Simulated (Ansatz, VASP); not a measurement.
**One calculation of MgO, two programs**

INCAR

```
SYSTEM = MgO
  ALGO = Normal
  EDIFF = 1E-6
  ENCUT = 840
  GGA = CA
  GGA_COMPAT = .FALSE.
  ISIF = 2
  ISMEAR = -1
  LASPH = .TRUE.
  LCHARG = .FALSE.
  LREAL = .FALSE.
  LWAVE = .FALSE.
  NBANDS = 15
  NELM = 120
  PREC = Accurate
  SIGMA = 0.03
```

KPOINTS

```
k-points
0
G
  8 8 8
  0 0 0
```

The input POSCAR:

```
MgO
1.0
    0.0000000000      2.1100000000      2.1100000000
    2.1100000000      0.0000000000      2.1100000000
    2.1100000000      2.1100000000      0.0000000000
Mg O
1 1
Direct
    0.0000000000      0.0000000000      0.0000000000
    0.5000000000      0.5000000000      0.5000000000
```

Input for Ansatz:

```yaml
crystal:
  lattice:
    - [0.0, 2.11, 2.11]
    - [2.11, 0.0, 2.11]
    - [2.11, 2.11, 0.0]
  atoms:
    - { symbol: Mg, position: [0.0, 0.0, 0.0] }
    - { symbol: O, position: [0.5, 0.5, 0.5] }
hamiltonian:
  xc: lda
  pseudopotentials: { kind: paw }
basis:
  ecutwfc: 420
kpoints:
  mp_grid: { grid: [8, 8, 8] }
scf:
  occupations: { method: fermi_dirac, width: 0.03 }
  lower_state_search: "off"
output:
  forces: true
  stress: true
```

Alike in both runs: task single point; functional LDA; k mesh 8 × 8 × 8; occupations fermi-dirac, width 0.03 eV; no spin polarisation.

```csv
,VASP,Ansatz
version,VASP 6.6.1,Ansatz 0.2.0
potentials or method,"VASP PAW LDA potentials, release 64 (Mg_sv, O), cutoff 840 eV","PAW, plane waves, scalar-relativistic"
valence electrons in the cell,16,16
```

|  | VASP | Ansatz | Ansatz less VASP |
| --- | --- | --- | --- |
| pressure (GPa) | -6.4 | -6.9 | -0.50 |

LDA's correlation is that of Perdew and Zunger in VASP and of Perdew and Wang (1992) in Ansatz.
